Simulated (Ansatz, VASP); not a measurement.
As in VASP and in Ansatz

File INCAR:

```
SYSTEM = As
  PREC = Accurate
  ENCUT = 520
  EDIFF = 1E-6
  ISMEAR = -1
  SIGMA = 0.05
  LREAL = .FALSE.
  LASPH = .TRUE.
  NELM = 100
  ALGO = Normal
  ISIF = 2
  LWAVE = .FALSE.
  LCHARG = .FALSE.
  GGA = CA
  NBANDS = 12
```

Contents of KPOINTS:

```
Automatic mesh
0
G
  11 11 6
  0 0 0
```

POSCAR

```
As
1.0
    3.0031658500      0.0000000000      0.0000000000
   -1.5015829250      2.6008179178      0.0000000000
    0.0000000000      0.0000000000      4.8651286769
As
2
Direct
    0.2333333333      0.6166666667      0.1750000000
    0.7666666667      0.3833333333      0.8250000000
```

Input for Ansatz:

```yaml
crystal:
  lattice:
    - [3.00316585, 0.0, 0.0]
    - [-1.501582925, 2.6008179178, 0.0]
    - [0.0, 0.0, 4.8651286769]
  atoms:
    - { symbol: As, position: [0.2333333333, 0.6166666667, 0.175] }
    - { symbol: As, position: [0.7666666667, 0.3833333333, 0.825] }
kpoints:
  mp_grid: { grid: [11, 11, 6] }
scf:
  occupations: { method: fermi_dirac, width: 0.05 }
hamiltonian:
  xc: lda
  pseudopotentials: { kind: all_electron, lapw: { basis_error: 0.001 } }
output:
  forces: true
  stress: true
  eigenvalues: true
  populations: true
```

Change from the starting cell: shortest bond scaled by 0.7, LAPW.

Alike in both runs: task single point; functional LDA; k mesh 11 × 11 × 6; occupations fermi-dirac, width 0.05 eV; no spin polarisation.

|  | VASP | Ansatz |
| --- | --- | --- |
| version | VASP 6.6.1 | Ansatz 0.2.0 |
| potentials or method | VASP PAW LDA potentials, release 64 (As), cutoff 520 eV | all-electron LAPW, scalar-relativistic |

```csv
,VASP,Ansatz,Ansatz less VASP
pressure (GPa),23.2,22.0,-1.20
"traceless stress, the component that is largest in VASP (GPa)",18.88,18.02,-0.859
rms of the force components (eV/Å),3.296,3.125,-0.1708
```

LDA's correlation is that of Perdew and Zunger in VASP and of Perdew and Wang (1992) in Ansatz. Atom by atom the forces differ by 0.172 eV/Å (rms over components). Ansatz ran all-electron here, and VASP with PAW potentials.
